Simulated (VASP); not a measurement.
Set up this calculation in VASP 6.6.1, as the native input.

```yaml
Task: single point
Functional: PBE
Potentials_or_basis: VASP PAW PBE potentials, release 64 (Nb_sv)
Cutoff: 520 eV
k_mesh: 22 × 22 × 22
Occupations: fermi-dirac, width 0.0612256 eV
Spin: no spin polarisation
Dipole_correction: no
Further_INCAR_settings: ALGO = Normal; EDIFF = 1e-06; NBANDS = 12
```

The structure of Nb lies in POSCAR:

```
Nb
1.0
    0.0000000000      2.0949389235      2.0949389235
    2.0949389235      0.0000000000      2.0949389235
    2.0949389235      2.0949389235      0.0000000000
Nb
1
Direct
    0.0000000000      0.0000000000      0.0000000000
```

The input as run:

INCAR

```
ALGO     = Normal         # electronic algorithm
EDIFF    = 1E-6           # SCF threshold, eV
ENCUT    = 520            # plane-wave cutoff, eV
GGA      = PE             # functional
ISIF     = 2              # what is computed and relaxed
ISMEAR   = -1             # smearing method
LASPH    = True           # aspherical terms in the spheres
LCHARG   = False          # write CHGCAR
LREAL    = False          # projectors in reciprocal space
LWAVE    = False          # write WAVECAR
NBANDS   = 12             # bands
NELM     = 80             # most SCF steps
PREC     = Accurate       # precision mode
SIGMA    = 0.06122561905347299 # smearing width, eV
```

KPOINTS

```
k-points
0
Gamma
  22 22 22
```

Potentials or basis: VASP PAW PBE potentials, release 64 (Nb_sv).

The run is started by

```sh
$ cat potpaw_PBE.64/Nb_sv/POTCAR > POTCAR
$ mpirun -np 1 vasp_std > vasp.out
```

Results of the run:

```json
{
 "Pressure": "3.2 GPa"
}
```

Wall time 56 s on 1 thread of AMD EPYC 7R13 Processor (Zen 3) (shared host), peak memory 0.16 GiB.
